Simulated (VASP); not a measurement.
A run of VASP 6.6.1 is set up as follows.

Contents of INCAR:

```
SYSTEM = HfSi
ALGO = Normal
EDIFF = 1E-6
ENCUT = 500
GGA = PS
GGA_COMPAT = .FALSE.
ISIF = 2
ISMEAR = -1
LASPH = .TRUE.
LCHARG = .FALSE.
LREAL = .FALSE.
LWAVE = .FALSE.
NBANDS = 14
NELM = 120
PREC = Accurate
SIGMA = 0.1
```

Contents of KPOINTS:

```
k-points
0
G
  13 13 13
  0 0 0
```

The input POSCAR:

```
HfSi
1.0
    0.0000000000      2.6480965559      2.6480965559
    2.6480965559      0.0000000000      2.6480965559
    2.6480965559      2.6480965559      0.0000000000
Hf Si
1 1
Direct
    0.0000000000      0.0000000000      0.0000000000
    0.5000000000      0.5000000000      0.5000000000
```

Potentials or basis: VASP PAW PBE potentials, release 64 (Hf_pv, Si).

Run with:

```bash
$ cat potpaw_PBE.64/Hf_pv/POTCAR potpaw_PBE.64/Si/POTCAR > POTCAR
$ mpirun -np 1 vasp_std > vasp.out
```

Problem. Predict the band gap on the k mesh.

Solution. Zero (band 7 reaches 6.45 eV, above the bottom of band 8 at 6.03 eV).

Problem. What does it give for the pressure?

Solution. 0.1 GPa.

Caveat: the PAW data sets were made with another functional, which shifts forces and pressure a little; spin-orbit coupling is left out, which moves the levels of the heavy elements.
